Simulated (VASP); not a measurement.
# AlAs5 (P4/mmm) in VASP: relaxation of cell and atoms with PBE

Aim: the relaxation of cell and atoms of AlAs5 with PBE.

Program: VASP 6.6.1. These are calculated values, not measurements. Logs are shortened: lines on timing, memory, paths and dates and some standing lists are left out, and cuts for length are marked.

**1. The cell of the first run**

Symmetry: P4/mmm, No. 123, tetragonal system. The conventional cell has a = 6.490 Å, b = 6.490 Å, c = 3.791 Å, α = 90.00°, β = 90.00°, γ = 90.00°. Within 4.5 Å of Al (site symmetry 4/mmm) lie 8 As at 3.46 Å and 2 Al at 3.79 Å. As (site symmetry m2m) has 5 As at 2.40 to 2.89 Å within 3.2 Å. As (site symmetry 4/mmm) has 10 As at 2.79 to 3.79 Å within 3.8 Å.

The cell was generated, and may not be a known phase.

**2. Relaxation of cell and atoms, PBE**

File INCAR:

```
SYSTEM = AlAs5
  ALGO = Normal
  EDIFF = 1E-7
  EDIFFG = -0.01
  ENCUT = 600
  GGA = PE
  IBRION = 2
  ISIF = 3
  ISMEAR = 0
  LASPH = .TRUE.
  LCHARG = .FALSE.
  LREAL = .FALSE.
  LWAVE = .FALSE.
  NELM = 80
  NSW = 100
  PREC = Accurate
  SIGMA = 0.1
```

File KPOINTS:

```
k-points
0
G
  6 6 10
  0 0 0
```

File POSCAR:

```
AlAs5
1.0
    6.4899892163      0.0000000000      0.0000000000
    0.0000000000      6.4899892163      0.0000000000
    0.0000000000      0.0000000000      3.7910404667
Al As
1 5
Direct
    0.5000000000      0.5000000000      0.5000000000
    0.3153222745      0.0000000000      0.5000000000
    0.6846777255      0.0000000000      0.5000000000
    0.0000000000      0.3153222745      0.5000000000
    0.0000000000      0.6846777255      0.5000000000
    0.0000000000      0.0000000000      0.0000000000
```

Potentials or basis: VASP PAW PBE potentials, release 64 (Al, As).

Launch:

```sh
$ cat potpaw_PBE.64/Al/POTCAR potpaw_PBE.64/As/POTCAR > POTCAR
$ mpirun -np 1 vasp_std > vasp.out
```

OUTCAR:

```text
SYSTEM = AlAs5
   EDIFF = 1E-7
   EDIFFG = -0.01
   ENCUT = 600
   GGA = PE
   IBRION = 2
   ISIF = 3
   ISMEAR = 0
   LASPH = .TRUE.
   LREAL = .FALSE.
   NELM = 80
   NSW = 100
   PREC = Accurate

 ion  position               nearest neighbor table
   1  0.500  0.500  0.500-
   2  0.315  0.000  0.500-   3 2.40   6 2.79   6 2.79   4 2.89   5 2.89
   3  0.685  0.000  0.500-   2 2.40   6 2.79   6 2.79   4 2.89   5 2.89
   4  0.000  0.315  0.500-   5 2.40   6 2.79   6 2.79   3 2.89   2 2.89
   5  0.000  0.685  0.500-   4 2.40   6 2.79   6 2.79   3 2.89   2 2.89
   6  0.000  0.000  0.000-   2 2.79   3 2.79   4 2.79   5 2.79   2 2.79   3 2.79   4 2.79   5 2.79

  LATTYP: Found a simple tetragonal cell.
 ALAT       =     6.4899892163
 C/A-ratio  =     0.5841366357

  Lattice vectors:

 A1 = (   6.4899892163,   0.0000000000,   0.0000000000)
 A2 = (   0.0000000000,   6.4899892163,   0.0000000000)
 A3 = (   0.0000000000,   0.0000000000,   3.7910404667)

Analysis of symmetry for initial positions (statically):
=====================================================================
 Subroutine PRICEL returns:
 Original cell was already a primitive cell.

 Routine SETGRP: Setting up the symmetry group for a
 simple tetragonal supercell.

 Subroutine GETGRP returns: Found 16 space group operations
 (whereof 16 operations were pure point group operations)
 out of a pool of 16 trial point group operations.

The static configuration has the point symmetry D_4h.

Analysis of symmetry for dynamics (positions and initial velocities):
=====================================================================
 Subroutine PRICEL returns:
 Original cell was already a primitive cell.

 Routine SETGRP: Setting up the symmetry group for a
 simple tetragonal supercell.

 Subroutine GETGRP returns: Found 16 space group operations
 (whereof 16 operations were pure point group operations)
 out of a pool of 16 trial point group operations.

The dynamic configuration has the point symmetry D_4h.

 Subroutine INISYM returns: Found 16 space group operations
 (whereof 16 operations are pure point group operations),
 and found     1 'primitive' translations

----------------------------------------------------------------------------------------

                                     Primitive cell

[... 100 lines left out ...]
   EDIFFG = -.1E-01   stopping-criterion for IOM
   NSW    =    100    number of steps for IOM
   IBRION =      2    ionic relax: 0-MD 1-quasi-New 2-CG
   NFREE  =      1    steps in history (QN), initial steepest desc. (CG)
   ISIF   =      3    stress and relaxation
   ISYM   =      2    0-nonsym 1-usesym 2-fastsym
   POTIM  = 0.5000    time-step for ionic-motion
   TEBEG  =    0.0;   TEEND  =   0.0 temperature during run
   PSTRESS=    0.0 pullay stress
   NELECT =      28.0000    total number of electrons
   NUPDOWN=      -1.0000    fix difference up-down
   EMIN   =  10.00;   EMAX   =-10.00  energy-range for DOS
   EFERMI =   0.00;   METHOD = LEGACY
   ISMEAR =     0;   SIGMA  =   0.10  broadening in eV -4-tet -1-fermi 0-gaus
   EFERMI_NEDOS =   21; number of points for ismear=-14 and -15
   IALGO  =     38    algorithm
   IMIX   =      4    mixing-type and parameters
     AMIX     =   0.40;   BMIX     =  1.00
     AMIX_MAG =   1.60;   BMIX_MAG =  1.00
  volume/ion in A,a.u.               =      26.61       179.59
  Fermi-wavevector in a.u.,A,eV,Ry     =   0.916316  1.731587 11.423934  0.839635
  Thomas-Fermi vector in A             =   2.041158
   LORBIT       =      0    0 simple, 1 ext, 2 COOP (PROOUT), +10 PAW based schemes
   GGA     = PE    functional components
   LHFCALC =     F    Hartree Fock is set to
   AEXX    =    0.0000 exact exchange contribution
   IVDW    =     0    specifies the selected vdW correction
   LEPSILON=     F    determine dielectric tensor
   LRPA    =     F    only Hartree local field effects (RPA)
 conjugate gradient relaxation of ions
 non-spin polarized calculation
 Gauss-broadening in eV      SIGMA  =   0.10
  energy-cutoff  :      600.00
  volume of cell :      159.68
 maximum number of plane-waves:      5380
 NGX is ok and might be reduce to    54
   NGX = 25   NGY = 25   NGZ = 15

--------------------------------------- Ionic step        1  -------------------------------------------

 number of electron      28.0000004 magnetization

 Free energy of the ion-electron system (eV)
  ---------------------------------------------------
  ext. energy  EPLUGINS =         0.00000000
  ---------------------------------------------------
  free energy    TOTEN  =       -23.33003937 eV

  energy without entropy =      -23.30988467  energy(sigma->0) =      -23.31996202

------------------------ aborting loop because EDIFF is reached ----------------------------------------

  FORCE on cell =-STRESS in cart. coord.  units (eV):
  Direction    XX          YY          ZZ          XY          YZ          ZX
  --------------------------------------------------------------------------------------
  -------------------------------------------------------------------------------------
  Total       -0.0306065     -0.0306065      0.3058901      0.0000000     -0.0000000      0.0000000
  in kB       -0.3070990     -0.3070990      3.0692310      0.0000000     -0.0000000      0.0000000
  external PRESSURE =       0.8183444 kB  Pullay stress =       0.0000000 kB
[... 147 lines left out ...]
--------------------------------------- Ionic step        5  -------------------------------------------

 number of electron      28.0000003 magnetization

 Free energy of the ion-electron system (eV)
  ---------------------------------------------------
  ext. energy  EPLUGINS =         0.00000000
  ---------------------------------------------------
  free energy    TOTEN  =       -23.33296890 eV

  energy without entropy =      -23.31276046  energy(sigma->0) =      -23.32286468

 E-fermi :   3.3468     XC(G=0):  -8.8151

 val. band max:        3.3435102755   @ k =   0.3333   0.1667   0.5000
 cond. band min:       3.3522802878   @ k =   0.5000   0.1667   0.3000
 fundamental gap:      0.0087700123
 Fermi energy:         3.3468056909

 k-point     1 :       0.0000    0.0000    0.0000
  band No.  band energies     occupation
      1     -10.8625      2.00000
      2      -7.9429      2.00000
      3      -6.6907      2.00000
      4      -6.6907      2.00000
      5      -6.6134      2.00000
      6      -0.7507      2.00000
[... 481 lines left out ...]
      5      -4.8147      2.00000
      6      -1.5407      2.00000
[... 10 lines left out ...]
     17       5.0433      0.00000
     18       5.5318      0.00000

 [... further k-points ...]
[... 5 lines left out ...]
  --------------------------------------------------------------------------------------
  -------------------------------------------------------------------------------------
  Total        0.0493073      0.0493073      0.0571959      0.0000000      0.0000000      0.0000000
  in kB        0.4914962      0.4914962      0.5701304      0.0000000      0.0000000      0.0000000
  external PRESSURE =       0.5177076 kB  Pullay stress =       0.0000000 kB
[... 21 lines left out ...]
  FREE ENERGIE OF THE ION-ELECTRON SYSTEM (eV)
  ---------------------------------------------------
  free  energy   TOTEN  =       -23.3329688952 eV

  energy  without entropy=      -23.3127604575  energy(sigma->0) =      -23.32286468

 reached required accuracy - stopping structural energy minimisation
```

CONTCAR:

```text
AlAs5
   1.00000000000000
     6.4664290748090520    0.0000000000000000    0.0000000000000000
     0.0000000000000000    6.4664290748090520    0.0000000000000000
     0.0000000000000000   -0.0000000000000000    3.8439033899916759
  Al              As
     1     5
Direct
     0.5000000000000000    0.5000000000000000    0.5000000000000000
     0.3138303723924911    0.0000000000000000    0.5000000000000000
     0.6861696276075089    0.0000000000000000    0.5000000000000000
     1.0000000000000000    0.3138303723924911    0.5000000000000000
     1.0000000000000000    0.6861696276075089    0.5000000000000000
     0.0000000000000000    0.0000000000000000    1.0000000000000000

  0.00000000E+00  0.00000000E+00  0.00000000E+00
  0.00000000E+00  0.00000000E+00  0.00000000E+00
  0.00000000E+00  0.00000000E+00  0.00000000E+00
  0.00000000E+00  0.00000000E+00  0.00000000E+00
  0.00000000E+00  0.00000000E+00  0.00000000E+00
  0.00000000E+00  0.00000000E+00  0.00000000E+00
```

Wall time 7.3 min (1 thread of AMD EPYC 9R45 (Zen 5), shared host); peak memory 0.39 GiB.

What came out:

```yaml
Free_energy: -23.3330 eV
Relaxed_volume: 26.79 Å³/atom
Relaxed_cell: a = 6.466 Å, b = 6.466 Å, c = 3.844 Å, α = 90.00°, β = 90.00°, γ = 90.00°
Space_group_after_relaxing_to_0.1_Å: P4/mmm (No. 123)
Energy_gained_by_relaxing: 0.5 meV/atom
Ionic_steps: 5
Pressure_after_relaxing: 0.1 GPa
Largest_force_after_relaxing: 0.010 eV/Å
Band_gap_on_the_k_mesh: zero (bands 14 and 15 overlap by 1.52 eV)
```

Forces on the atoms (eV/Å):
```
Al   0.000  0.000  0.000
As   0.010  0.000  0.000
As  -0.010  0.000  0.000
As   0.000  0.010  0.000
As   0.000 -0.010  0.000
As   0.000  0.000  0.000
```

Step by step:
```
step  energy change (eV)  largest force (eV/Å)  pressure (GPa)  volume (Å³)
   1              0.0000                0.0404            0.08       159.68
   2             -0.0010                0.0265            0.03       159.99
   3             -0.0024                0.0118           -0.11       160.93
   4             -0.0025                0.0188           -0.14       161.12
   5             -0.0029                0.0096            0.05       160.73
```

Final structure:
```yaml
crystal:
  lattice:
    - [6.46643, 0.00000, 0.00000]
    - [0.00000, 6.46643, 0.00000]
    - [0.00000, 0.00000, 3.84390]
  atoms:
    - { symbol: Al, position: [0.50000, 0.50000, 0.50000] }
    - { symbol: As, position: [0.31383, 0.00000, 0.50000] }
    - { symbol: As, position: [0.68617, 0.00000, 0.50000] }
    - { symbol: As, position: [0.00000, 0.31383, 0.50000] }
    - { symbol: As, position: [0.00000, 0.68617, 0.50000] }
    - { symbol: As, position: [0.00000, 0.00000, 0.00000] }
```

Levels at points of the mesh, in eV from the Fermi level:
| k point | band 11 | band 12 | band 13 | band 14 | band 15 | band 16 | band 17 | band 18 |
| --- | --- | --- | --- | --- | --- | --- | --- | --- |
| (0.00, 0.00, 0.00) | -2.63 | -0.34 | -0.34 | -0.15 | 0.21 | 0.89 | 0.89 | 1.90 |
| (0.50, 0.00, 0.00) | -0.79 | -0.59 | -0.27 | 0.71 | 0.87 | 0.90 | 1.27 | 1.34 |
| (0.50, 0.50, 0.00) | -0.76 | -0.76 | -0.36 | -0.08 | -0.08 | 0.72 | 1.67 | 1.67 |
| (0.00, 0.00, 0.50) | -2.49 | -2.23 | -2.06 | -2.06 | 0.32 | 0.67 | 2.62 | 2.62 |
| (0.50, 0.00, 0.50) | -3.27 | -2.43 | -0.15 | 0.18 | 0.56 | 0.71 | 1.40 | 1.76 |
| (0.50, 0.50, 0.50) | -2.29 | -0.77 | -0.45 | 0.07 | 0.10 | 0.33 | 0.75 | 0.75 |
